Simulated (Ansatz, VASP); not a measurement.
## As in VASP and in Ansatz

File INCAR:

```
  PREC = Accurate
  ENCUT = 600
  EDIFF = 1E-7
  ISMEAR = -1
  SIGMA = 0.05
  LREAL = F
  LASPH = T
  NELM = 60
  ALGO = Normal
  ISIF = 3
  LWAVE = F
  LCHARG = F
  GGA = PE
  IBRION = 2
  NSW = 60
  EDIFFG = -0.005
```

Contents of KPOINTS:

```
Automatic mesh
0
Gamma
  17 17 17
```

POSCAR

```
As
1.0
   -1.6809877034      1.6809877034      1.6809877034
    1.6809877034     -1.6809877034      1.6809877034
    1.6809877034      1.6809877034     -1.6809877034
As
1
Direct
    0.0000000000      0.0000000000      0.0000000000
```

Input for Ansatz:

```yaml
crystal:
  lattice:
    - [-1.6809877034, 1.6809877034, 1.6809877034]
    - [1.6809877034, -1.6809877034, 1.6809877034]
    - [1.6809877034, 1.6809877034, -1.6809877034]
  atoms:
    - { symbol: As, position: [0.0, 0.0, 0.0] }
kpoints:
  mp_grid: { grid: [17, 17, 17] }
scf:
  occupations: { method: fermi_dirac, width: 0.05 }
hamiltonian:
  xc: pbe
  pseudopotentials: { kind: paw }
output:
  forces: true
  stress: true
  write_density: true
  write_potential: true
  elf: true
  volumetric_format: npy
relax:
  f_tol: 0.005
  max_steps: 40
  cell: {}
```

Alike in both runs: task relaxation of cell and atoms; functional PBE; k mesh 17 × 17 × 17; occupations fermi-dirac, width 0.05 eV; no spin polarisation.

|  | VASP | Ansatz |
| --- | --- | --- |
| version | VASP 6.6.1 | Ansatz 0.2.0 |
| potentials or method | VASP PAW PBE potentials, release 64 (As) | PAW with Ansatz's default frozen-core files, scalar-relativistic |
| plane-wave cutoff (eV) | 600 | 420 |
| valence electrons in the cell | 5 | 15 |

```csv
,VASP,Ansatz,Ansatz less VASP
relaxed volume (Å³/atom),19.11,19.09,-0.016
relaxed cell length with the largest relative difference (Å),2.917,2.916,-0.0008
```

VASP's potentials hold 5 valence electrons a cell and Ansatz's 15, so a difference there can come from the potentials and not from the codes.
